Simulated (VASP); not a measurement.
Write the native input for VASP 6.6.1 that does the following.

| Property | Result |
| --- | --- |
| Task | single point |
| Functional | PBE |
| Dispersion | D3(BJ) |
| Potentials or basis | VASP PAW PBE potentials, release 64 (Ni, O) |
| Cutoff | 520 eV |
| k mesh | 11 × 11 × 11 |
| Occupations | fermi-dirac, width 0.05 eV |
| Spin | collinear spin, ferromagnetic start |
| Starting moments | [1.0, 0.0] μB |
| Dipole correction | no |
| Further INCAR settings | ALGO = Normal; EDIFF = 1e-07; NBANDS = 19 |

The structure of NiO lies in POSCAR:

```
NiO
1.0
    2.5046153800      0.0000000000      0.0000000000
    0.0000000000      2.5046153800      0.0000000000
    0.0000000000      0.0000000000      2.5046153800
Ni O
1 1
Direct
    0.0000000000      0.0000000000      0.0000000000
    0.5000000000      0.5000000000      0.5000000000
```

The input as run:

INCAR

```
SYSTEM = NiO
PREC     = Accurate       ! precision mode
ENCUT    = 520            ! plane-wave cutoff, eV
EDIFF    = 1E-7           ! SCF threshold, eV
ISMEAR   = -1             ! smearing method
SIGMA    = 0.05           ! smearing width, eV
LREAL    = .FALSE.        ! projectors in reciprocal space
LASPH    = .TRUE.         ! aspherical terms in the spheres
NELM     = 150            ! most SCF steps
ALGO     = Normal         ! electronic algorithm
ISIF     = 2              ! what is computed and relaxed
LWAVE    = .FALSE.        ! write WAVECAR
LCHARG   = .FALSE.        ! write CHGCAR
ISPIN    = 2              ! spin polarisation
MAGMOM   = 1 0            ! initial moments
LORBIT   = 11             ! projections on sites
LMAXMIX  = 4              ! l up to which the mixer works
GGA      = PE             ! functional
IVDW     = 12             ! dispersion correction
NBANDS   = 19             ! bands
```

KPOINTS

```
regular mesh
0
G
  11 11 11
  0 0 0
```

Potentials or basis: VASP PAW PBE potentials, release 64 (Ni, O).

The run is started by

```bash
$ cat potpaw_PBE.64/Ni/POTCAR potpaw_PBE.64/O/POTCAR > POTCAR
$ mpirun -np 1 vasp_std > vasp.out
```

Results of the run:

| Item | Value |
| --- | --- |
| Pressure | 19.2 GPa |
| Net moment | 0.73 μB per cell |
| Site moments | Ni +0.56; O +0.15 μB |
| Valence electrons inside the program's atomic spheres | Ni 9.17; O 4.92 |
| Dispersion energy per atom | -0.294 eV |

Caveat: three body term missing; a cell with one magnetic atom can't hold antiferromagnetic order, which such compounds often take; pairwise dispersion overbinds metals, which lowers pressure and volume.

Run time: 110 s on 1 thread of Intel(R) Xeon(R) Platinum 8259CL CPU @ 2.50GHz (Skylake/Cascade Lake) (shared host), peak memory 0.16 GiB.
